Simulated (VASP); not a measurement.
A run of VASP 6.6.1:

The input INCAR:

```
SYSTEM = WSe2
ALGO = Normal
EDIFF = 1E-6
EDIFFG = -0.01
ENCUT = 600
GGA = PS
IBRION = 2
ISIF = 4
ISMEAR = 0
LASPH = .True.
LCHARG = .False.
LREAL = .False.
LWAVE = .False.
NELM = 60
NSW = 50
PREC = Accurate
SIGMA = 0.02
```

KPOINTS

```
k-points
0
Gamma
  12 12 2
  0 0 0
```

Contents of POSCAR:

```
WSe2
1.0
    3.2381062252      0.0000000000      0.0000000000
   -1.6190531126      2.8042822512      0.0000000000
    0.0000000000      0.0000000000     13.0871168464
W Se
2 4
Direct
    0.3333333333      0.6666666667      0.2500000000
    0.6666666667      0.3333333333      0.7500000000
    0.3333333333      0.6666666667      0.6233861727
    0.6666666667      0.3333333333      0.1233861727
    0.3333333333      0.6666666667      0.8766138273
    0.6666666667      0.3333333333      0.3766138273
```

Potentials or basis: VASP PAW PBE potentials, release 64 (W_sv, Se).

The run is started by

```console
$ cat potpaw_PBE.64/W_sv/POTCAR potpaw_PBE.64/Se/POTCAR > POTCAR
$ mpirun -np 1 vasp_std > vasp.out
```

Hardware: 1 thread of Intel Xeon 6975P-C, with other jobs on the host.

Task: Estimate the wall time of this run.

Result: Run time: 17 min on 1 thread of Intel Xeon 6975P-C (shared host), peak memory 0.38 GiB. Counts: scf iterations 53, k points 38, ion steps 7.
